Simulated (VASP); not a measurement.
# B (P4_2/mmc) in VASP: further runs

Runs on B. Level: PBE. Tasks: single point.

All numbers are computed with VASP 6.6.1; they aren't measurements. Logs are shortened: lines on timing, memory, paths and dates and some standing lists are left out, and cuts for length are marked.

## 1. The cell of the first run

It takes space group P4_2/mmc (No. 131, tetragonal). Conventional cell: a = 3.839 Å, b = 3.839 Å, c = 4.742 Å, α = 90.00°, β = 90.00°, γ = 90.00°. Within 2.2 Å of B (site symmetry m) lie 5 B at 1.67 to 2.16 Å.

## 2. Single point, PBE

The input, INCAR:

```
SYSTEM = B
PREC = Accurate ; ENCUT = 520
EDIFF = 1E-6 ; ISMEAR = 0
SIGMA = 0.1 ; LREAL = .False.
LASPH = .True. ; NELM = 60
ALGO = Normal ; ISIF = 2
LWAVE = .False. ; LCHARG = .False.
GGA = PE ; NBANDS = 22
```

The input, KPOINTS:

```
Automatic mesh
0
Gamma
  4 4 4
  0 0 0
```

The input, POSCAR:

```
B
1.0
    3.8390553400      0.0000000000      0.0000000000
    0.0000000000      3.8390553400      0.0000000000
    0.0000000000      0.0000000000      4.7416385200
B
8
Direct
    0.7819384900      0.5000000000      0.1809069100
    0.5000000000      0.7819384900      0.6809069100
    0.5000000000      0.2180615100      0.6809069100
    0.7819384900      0.5000000000      0.8190930900
    0.2180615100      0.5000000000      0.8190930900
    0.2180615100      0.5000000000      0.1809069100
    0.5000000000      0.7819384900      0.3190930900
    0.5000000000      0.2180615100      0.3190930900
```

Potentials or basis: VASP PAW PBE potentials, release 64 (B).

On the command line:

```console
$ cat potpaw_PBE.64/B/POTCAR > POTCAR
$ mpirun -np 1 vasp_std > vasp.out
```

OUTCAR:

```text
SYSTEM = B
   PREC = Accurate
   ENCUT = 520
   EDIFF = 1E-6
   ISMEAR = 0
   LREAL = .False.
   LASPH = .True.
   NELM = 60
   ISIF = 2
   GGA = PE

 ion  position               nearest neighbor table
   1  0.782  0.500  0.181-   7 1.67   8 1.67   6 1.67   4 1.72   6 2.16
   2  0.500  0.782  0.681-   4 1.67   5 1.67   3 1.67   7 1.72   3 2.16
   3  0.500  0.218  0.681-   4 1.67   5 1.67   2 1.67   8 1.72   2 2.16
   4  0.782  0.500  0.819-   2 1.67   3 1.67   5 1.67   1 1.72   5 2.16
   5  0.218  0.500  0.819-   2 1.67   3 1.67   4 1.67   6 1.72   4 2.16
   6  0.218  0.500  0.181-   7 1.67   8 1.67   1 1.67   5 1.72   1 2.16
   7  0.500  0.782  0.319-   1 1.67   6 1.67   8 1.67   2 1.72   8 2.16
   8  0.500  0.218  0.319-   1 1.67   6 1.67   7 1.67   3 1.72   7 2.16

  LATTYP: Found a simple tetragonal cell.
 ALAT       =     3.8390553400
 C/A-ratio  =     1.2351055403

  Lattice vectors:

 A1 = (   3.8390553400,   0.0000000000,   0.0000000000)
 A2 = (   0.0000000000,   3.8390553400,   0.0000000000)
 A3 = (   0.0000000000,   0.0000000000,   4.7416385200)

Analysis of symmetry for initial positions (statically):
=====================================================================
 Subroutine PRICEL returns:
 Original cell was already a primitive cell.

 Routine SETGRP: Setting up the symmetry group for a
 simple tetragonal supercell.

 Subroutine GETGRP returns: Found 16 space group operations
 (whereof  8 operations were pure point group operations)
 out of a pool of 16 trial point group operations.

The static configuration has the point symmetry D_2h.
 The point group associated with its full space group is D_4h.

Analysis of symmetry for dynamics (positions and initial velocities):
=====================================================================
 Subroutine PRICEL returns:
 Original cell was already a primitive cell.

 Routine SETGRP: Setting up the symmetry group for a
 simple tetragonal supercell.

 Subroutine GETGRP returns: Found 16 space group operations
 (whereof  8 operations were pure point group operations)
 out of a pool of 16 trial point group operations.

The dynamic configuration has the point symmetry D_2h.
 The point group associated with its full space group is D_4h.

 Subroutine INISYM returns: Found 16 space group operations
 (whereof  8 operations are pure point group operations),
 and found     1 'primitive' translations

----------------------------------------------------------------------------------------
[... 104 lines left out ...]
   ISIF   =      2    stress and relaxation
   ISYM   =      2    0-nonsym 1-usesym 2-fastsym
   POTIM  = 0.5000    time-step for ionic-motion
   TEBEG  =    0.0;   TEEND  =   0.0 temperature during run
   PSTRESS=    0.0 pullay stress
   NELECT =      24.0000    total number of electrons
   NUPDOWN=      -1.0000    fix difference up-down
   EMIN   =  10.00;   EMAX   =-10.00  energy-range for DOS
   EFERMI =   0.00;   METHOD = LEGACY
   ISMEAR =     0;   SIGMA  =   0.10  broadening in eV -4-tet -1-fermi 0-gaus
   EFERMI_NEDOS =   21; number of points for ismear=-14 and -15
   IALGO  =     38    algorithm
   IMIX   =      4    mixing-type and parameters
     AMIX     =   0.40;   BMIX     =  1.00
     AMIX_MAG =   1.60;   BMIX_MAG =  1.00
  volume/ion in A,a.u.               =       8.74        58.95
  Fermi-wavevector in a.u.,A,eV,Ry     =   1.146444  2.166465 17.882598  1.314334
  Thomas-Fermi vector in A             =   2.283128
   LORBIT       =      0    0 simple, 1 ext, 2 COOP (PROOUT), +10 PAW based schemes
   GGA     = PE    functional components
   LHFCALC =     F    Hartree Fock is set to
   AEXX    =    0.0000 exact exchange contribution
   IVDW    =     0    specifies the selected vdW correction
   LEPSILON=     F    determine dielectric tensor
   LRPA    =     F    only Hartree local field effects (RPA)
 non-spin polarized calculation
 Gauss-broadening in eV      SIGMA  =   0.10
  energy-cutoff  :      520.00
  volume of cell :       69.88
 maximum number of plane-waves:      1912
 NGX is ok and might be reduce to    30
   NGX = 15   NGY = 15   NGZ = 17

 number of electron      24.0000001 magnetization

 Free energy of the ion-electron system (eV)
  ---------------------------------------------------
  ext. energy  EPLUGINS =         0.00000000
  ---------------------------------------------------
  free energy    TOTEN  =       -44.11258459 eV

  energy without entropy =      -44.09090636  energy(sigma->0) =      -44.10174548

 E-fermi :   3.3343     XC(G=0): -10.5575

 val. band max:        3.3048843433   @ k =   0.5000   0.2500   0.5000
 cond. band min:       3.4018104649   @ k =   0.2500   0.0000   0.2500
 fundamental gap:      0.0969261217
 Fermi energy:         3.3343357686

 k-point     1 :       0.0000    0.0000    0.0000
  band No.  band energies     occupation
      1     -10.6601      2.00000
      2      -6.1684      2.00000
      3      -5.9636      2.00000
      4      -3.7838      2.00000
      5      -1.8498      2.00000
      6      -1.8498      2.00000
[... 439 lines left out ...]
     21      12.7543      0.00000
     22      12.7543      0.00000

------------------------ aborting loop because EDIFF is reached ----------------------------------------

  FORCE on cell =-STRESS in cart. coord.  units (eV):
  Direction    XX          YY          ZZ          XY          YZ          ZX
  --------------------------------------------------------------------------------------
  -------------------------------------------------------------------------------------
  Total        9.5651100      9.5651100      8.7155635      0.0000000      0.0000000      0.0000000
  in kB      219.2922908    219.2922908    199.8153592      0.0000000      0.0000000      0.0000000
  external PRESSURE =     212.7999802 kB  Pullay stress =       0.0000000 kB

 VOLUME and BASIS-vectors are now :
 -----------------------------------------------------------------------------
  energy-cutoff  :      520.00
  volume of cell :       69.88
      direct lattice vectors                 reciprocal lattice vectors
     3.839055340  0.000000000  0.000000000     0.260480746  0.000000000  0.000000000
     0.000000000  3.839055340  0.000000000     0.000000000  0.260480746  0.000000000
     0.000000000  0.000000000  4.741638520     0.000000000  0.000000000  0.210897561

 POSITION                                       TOTAL-FORCE (eV/Angst)
 -----------------------------------------------------------------------------------
      3.00191      1.91953      0.85780         1.329444      0.000000      0.035601
      1.91953      3.00191      3.22861         0.000000      1.329444      0.035601
      1.91953      0.83715      3.22861         0.000000     -1.329444      0.035601
      3.00191      1.91953      3.88384         1.329444      0.000000     -0.035601
      0.83715      1.91953      3.88384        -1.329444      0.000000     -0.035601
      0.83715      1.91953      0.85780        -1.329444      0.000000      0.035601
      1.91953      3.00191      1.51302         0.000000      1.329444     -0.035601
      1.91953      0.83715      1.51302         0.000000     -1.329444     -0.035601
 -----------------------------------------------------------------------------------
    total drift:                               -0.000000     -0.000000      0.000000

  FREE ENERGIE OF THE ION-ELECTRON SYSTEM (eV)
  ---------------------------------------------------
  free  energy   TOTEN  =       -44.1125845933 eV

  energy  without entropy=      -44.0909063622  energy(sigma->0) =      -44.10174548
```

It took 51 s on 1 thread of AMD EPYC 7R13, shared host; peak memory 0.14 GiB.

Results:

```
Free energy            : -44.1126 eV
Pressure               : 21.3 GPa
Largest force          : 1.330 eV/Å
Band gap on the k mesh : zero (band 12 reaches 5.00 eV, above the bottom of band 13 at 2.88 eV)
```

Forces in eV/Å, atoms in the order of the input:
```
B    1.329  0.000  0.036
B    0.000  1.329  0.036
B    0.000 -1.329  0.036
B    1.329  0.000 -0.036
B   -1.329  0.000 -0.036
B   -1.329  0.000  0.036
B    0.000  1.329 -0.036
B    0.000 -1.329 -0.036
```

Levels at points of the mesh, in eV from the Fermi level:
| k point | band 8 | band 9 | band 10 | band 11 | band 12 | band 13 | band 14 | band 15 | band 16 | band 17 |
| --- | --- | --- | --- | --- | --- | --- | --- | --- | --- | --- |
| (0.00, 0.00, 0.00) | -2.67 | -1.72 | -1.39 | -1.39 | -0.25 | -0.25 | -0.06 | 0.45 | 3.42 | 7.67 |
| (0.50, 0.00, 0.00) | -3.98 | -2.34 | -2.11 | -0.23 | 0.26 | 0.91 | 1.14 | 1.71 | 2.47 | 6.09 |
| (0.50, 0.50, 0.00) | -4.57 | -3.73 | -3.73 | -1.01 | 1.67 | 1.67 | 3.06 | 3.36 | 3.36 | 3.92 |
| (0.00, 0.00, 0.50) | -3.76 | -3.11 | -3.11 | -2.10 | -2.10 | 1.62 | 1.62 | 1.75 | 1.75 | 8.40 |
| (0.50, 0.00, 0.50) | -2.79 | -1.92 | -1.55 | -1.53 | -1.27 | -0.45 | 0.80 | 1.61 | 2.36 | 6.80 |
| (0.50, 0.50, 0.50) | -3.52 | -1.23 | -1.23 | -0.73 | -0.73 | 2.00 | 2.00 | 2.06 | 2.06 | 8.32 |

Caveat: the k points lie up to 0.41 Å⁻¹ apart; forces of over 1 eV/Å act on the atoms, so gaps and moduli don't describe the material at rest.

## 3. Single point, PBE

This run uses another cell than the first one, of 9.76 Å³/atom, 1.117 times its volume.

The input, INCAR:

```
PREC = Accurate
ENCUT = 520
EDIFF = 1E-7
ISMEAR = 0
SIGMA = 0.1
LREAL = F
LASPH = T
NELM = 80
ALGO = Normal
ISIF = 2
LWAVE = F
LCHARG = T
GGA = PE
LELF = T
LVHAR = T
NBANDS = 22
```

The input, KPOINTS:

```
regular mesh
0
Gamma
  4 4 4
```

The input, POSCAR:

```
B
1.0
    4.0098683480      0.0000000000      0.0000000000
    0.0000000000      4.0098683480      0.0000000000
    0.0000000000      0.0000000000      4.8554917450
B
8
Direct
    0.7912180920      0.5000000000      0.1898054778
    0.5000000000      0.7912180920      0.6898054778
    0.5000000000      0.2087819080      0.6898054778
    0.7912180920      0.5000000000      0.8101945222
    0.2087819080      0.5000000000      0.8101945222
    0.2087819080      0.5000000000      0.1898054778
    0.5000000000      0.7912180920      0.3101945222
    0.5000000000      0.2087819080      0.3101945222
```

Potentials or basis: VASP PAW PBE potentials, release 64 (B).

On the command line:

```console
$ cat potpaw_PBE.64/B/POTCAR > POTCAR
$ mpirun -np 1 vasp_std > vasp.out
```

OUTCAR:

```text
PREC = Accurate
   ENCUT = 520
   EDIFF = 1E-7
   ISMEAR = 0
   LREAL = F
   LASPH = T
   NELM = 80
   ISIF = 2
   GGA = PE

 ion  position               nearest neighbor table
   1  0.791  0.500  0.190-   6 1.67   7 1.75   8 1.75   4 1.84
   2  0.500  0.791  0.690-   3 1.67   4 1.75   5 1.75   7 1.84
   3  0.500  0.209  0.690-   2 1.67   4 1.75   5 1.75   8 1.84
   4  0.791  0.500  0.810-   5 1.67   3 1.75   2 1.75   1 1.84
   5  0.209  0.500  0.810-   4 1.67   3 1.75   2 1.75   6 1.84
   6  0.209  0.500  0.190-   1 1.67   7 1.75   8 1.75   5 1.84
   7  0.500  0.791  0.310-   8 1.67   6 1.75   1 1.75   2 1.84
[... 657 lines left out ...]
  Total       -0.0203387     -0.0203387     -0.0007474      0.0000000      0.0000000      0.0000000
  in kB       -0.4173894     -0.4173894     -0.0153378      0.0000000      0.0000000      0.0000000
  external PRESSURE =      -0.2833722 kB  Pullay stress =       0.0000000 kB

 VOLUME and BASIS-vectors are now :
 -----------------------------------------------------------------------------
  energy-cutoff  :      520.00
  volume of cell :       78.07
      direct lattice vectors                 reciprocal lattice vectors
     4.009868348  0.000000000  0.000000000     0.249384746  0.000000000  0.000000000
     0.000000000  4.009868348  0.000000000     0.000000000  0.249384746  0.000000000
     0.000000000  0.000000000  4.855491745     0.000000000  0.000000000  0.205952363

 POSITION                                       TOTAL-FORCE (eV/Angst)
 -----------------------------------------------------------------------------------
      3.17268      2.00493      0.92160        -0.002879     -0.000000     -0.000512
      2.00493      3.17268      3.34934        -0.000000     -0.002879     -0.000512
      2.00493      0.83719      3.34934        -0.000000      0.002879     -0.000512
      3.17268      2.00493      3.93389        -0.002879      0.000000      0.000512
      0.83719      2.00493      3.93389         0.002879      0.000000      0.000512
      0.83719      2.00493      0.92160         0.002879     -0.000000     -0.000512
      2.00493      3.17268      1.50615        -0.000000     -0.002879      0.000512
      2.00493      0.83719      1.50615         0.000000      0.002879      0.000512
 -----------------------------------------------------------------------------------
    total drift:                               -0.000000      0.000000     -0.000000

  FREE ENERGIE OF THE ION-ELECTRON SYSTEM (eV)
  ---------------------------------------------------
  free  energy   TOTEN  =       -44.8003371819 eV

  energy  without entropy=      -44.7777770257  energy(sigma->0) =      -44.78905710
```

OSZICAR:

```text
N       E                     dE             d eps       ncg     rms          rms(c)
DAV:   1     0.456077516082E+02    0.45608E+02   -0.10974E+04   792   0.966E+02
DAV:   2    -0.430092361034E+02   -0.88617E+02   -0.85733E+02  1078   0.181E+02
DAV:   3    -0.462289766708E+02   -0.32197E+01   -0.31506E+01  1032   0.299E+01
DAV:   4    -0.462581292488E+02   -0.29153E-01   -0.29135E-01   970   0.310E+00
DAV:   5    -0.462585347572E+02   -0.40551E-03   -0.40547E-03   990   0.357E-01    0.663E+00
DAV:   6    -0.451643635316E+02    0.10942E+01   -0.80755E-01   918   0.400E+00    0.378E+00
DAV:   7    -0.447868759384E+02    0.37749E+00   -0.98855E-01   906   0.447E+00    0.709E-01
DAV:   8    -0.447987339355E+02   -0.11858E-01   -0.48877E-02   906   0.111E+00    0.129E-01
DAV:   9    -0.447999227615E+02   -0.11888E-02   -0.13205E-03   960   0.186E-01    0.594E-02
DAV:  10    -0.448002893662E+02   -0.36660E-03   -0.31465E-04   926   0.856E-02    0.172E-02
DAV:  11    -0.448003351899E+02   -0.45824E-04   -0.57561E-05   966   0.389E-02    0.465E-03
DAV:  12    -0.448003368765E+02   -0.16866E-05   -0.16840E-06   966   0.699E-03    0.139E-03
DAV:  13    -0.448003371658E+02   -0.28929E-06   -0.31295E-07   942   0.295E-03    0.468E-04
DAV:  14    -0.448003371819E+02   -0.16088E-07   -0.18250E-08   672   0.842E-04
   1 F= -.44800337E+02 E0= -.44789057E+02  d E =-.225602E-01
```

It took 60 s on 1 thread of AMD EPYC 7R13, shared host; peak memory 0.15 GiB.

What came out:

| Quantity | Value |
| --- | --- |
| Free energy | -44.8003 eV |
| Pressure | 0.0 GPa |
| Band gap on the k mesh | zero (band 12 reaches 3.79 eV, above the bottom of band 13 at 2.18 eV) |

Forces in eV/Å, atoms in the order of the input:
```
B   -0.003  0.000 -0.001
B    0.000 -0.003 -0.001
B    0.000  0.003 -0.001
B   -0.003  0.000  0.001
B    0.003  0.000  0.001
B    0.003  0.000 -0.001
B    0.000 -0.003  0.001
B    0.000  0.003  0.001
```

Levels at points of the mesh, in eV from the Fermi level:
| k point | band 10 | band 11 | band 12 | band 13 | band 14 | band 15 |
| --- | --- | --- | --- | --- | --- | --- |
| (0.00, 0.00, 0.00) | -1.39 | -1.39 | 0.12 | 0.23 | 0.23 | 0.55 |
| (0.50, 0.00, 0.00) | -2.11 | -0.28 | 0.37 | 0.82 | 0.95 | 1.79 |
| (0.50, 0.50, 0.00) | -3.14 | -1.00 | 1.10 | 1.10 | 2.73 | 2.73 |
| (0.00, 0.00, 0.50) | -3.27 | -1.45 | -1.45 | 1.60 | 1.60 | 2.24 |
| (0.50, 0.00, 0.50) | -1.26 | -1.12 | -0.44 | -0.35 | 0.32 | 1.14 |
| (0.50, 0.50, 0.50) | -0.28 | -0.22 | -0.22 | 1.50 | 1.50 | 1.53 |

Caveat: the k points lie up to 0.39 Å⁻¹ apart.
